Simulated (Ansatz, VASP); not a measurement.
**Two plane-wave programs on LiF**

File INCAR:

```
SYSTEM = LiF
ALGO = Normal
EDIFF = 1E-7
ENCUT = 520
GGA = PE
ISIF = 2
ISMEAR = 0
LASPH = .TRUE.
LCHARG = .TRUE.
LELF = .TRUE.
LREAL = .FALSE.
LVHAR = .TRUE.
LWAVE = .FALSE.
NBANDS = 18
NELM = 80
PREC = Accurate
SIGMA = 0.05
```

Contents of KPOINTS:

```
k-points
0
G
  9 9 6
  0 0 0
```

POSCAR

```
LiF
1.0
    3.0467389106      0.0000000000      0.0000000000
   -1.5233694553      2.6385532953      0.0000000000
    0.0000000000      0.0000000000      5.1599570191
Li F
2 2
Direct
    0.3333333333      0.6666666667      0.4320721835
    0.6666666667      0.3333333333      0.9320721835
    0.3333333333      0.6666666667      0.9939266766
    0.6666666667      0.3333333333      0.4939266766
```

Input for Ansatz:

```yaml
crystal:
  lattice:
    - [3.0467389106, 0.0, 0.0]
    - [-1.5233694553, 2.6385532953, 0.0]
    - [0.0, 0.0, 5.1599570191]
  atoms:
    - { symbol: Li, position: [0.3333333333, 0.6666666667, 0.4320721835] }
    - { symbol: Li, position: [0.6666666667, 0.3333333333, 0.9320721835] }
    - { symbol: F, position: [0.3333333333, 0.6666666667, 0.9939266766] }
    - { symbol: F, position: [0.6666666667, 0.3333333333, 0.4939266766] }
basis:
  ecutwfc: 520.0
kpoints:
  mp_grid: { grid: [9, 9, 6] }
hamiltonian:
  xc: pbe
scf:
  occupations: { method: gaussian, width: 0.05 }
output:
  forces: true
  stress: true
  eigenvalues: true
```

Alike in both runs: task single point; functional PBE; k mesh 9 × 9 × 6; occupations gaussian, width 0.05 eV; no spin polarisation.

|  | VASP | Ansatz |
| --- | --- | --- |
| version | VASP 6.6.1 | Ansatz 0.2.0 |
| potentials or method | VASP PAW PBE potentials, release 64 (Li_sv, F), cutoff 520 eV | scalar-relativistic, plane waves, PAW |
| valence electrons in the cell | 20 | 20 |

```tsv
	VASP	Ansatz	Ansatz less VASP
gap on the k mesh at the Fermi level (eV)	7.46	7.47	+0.015
least direct gap on the mesh (eV)	7.46	7.47	+0.015
rms of the force components (eV/Å)	0.194	0.184	-0.0094
```

Atom by atom the forces differ by 0.009 eV/Å (rms over components). The functional is the same, so the differences come from potentials, cutoffs and numerics.

Noted on VASP's run: the cutoff is short for stress, so the pressure is rough.
